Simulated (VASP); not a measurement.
Sb: single point with PBE

The system is Sb.

```xyz
1
Lattice="-1.5050 1.5050 2.4800 1.5050 -1.5050 2.4800 1.5050 1.5050 -2.4800" Properties=species:S:1:pos:R:3 pbc="T T T"
Sb    0.0000    0.0000    0.0000
```

* Program: VASP 6.6.1
* Task: single point
* Functional: PBE
* Potentials or basis: VASP PAW PBE potentials, release 64 (Sb)
* Cutoff: 520 eV
* k mesh: 19 × 19 × 19
* Occupations: fermi-dirac, width 0.05 eV
* Spin: no spin polarisation

The pressure is 19.2 GPa and the band gap on the k mesh is zero (an odd number of electrons rules out a gap without spin polarisation).

Stress tensor (GPa, compression positive):
```
19.99  0.00  0.00
 0.00 19.99  0.00
 0.00  0.00 17.65
```

Levels at points of the mesh, in eV from the Fermi level:
| k point | band 1 | band 2 | band 3 | band 4 | band 5 | band 6 | band 7 |
| --- | --- | --- | --- | --- | --- | --- | --- |
| (0.00, 0.00, 0.00) | -14.57 | 6.46 | 6.73 | 6.73 | 10.05 | 10.39 | 11.09 |

It took 110 s on 1 thread of Intel Xeon 8259CL (shared host), peak memory 0.22 GiB.

Caveat: the cell stands under pressure; spin-orbit coupling is left out, which moves the levels of the heavy elements.
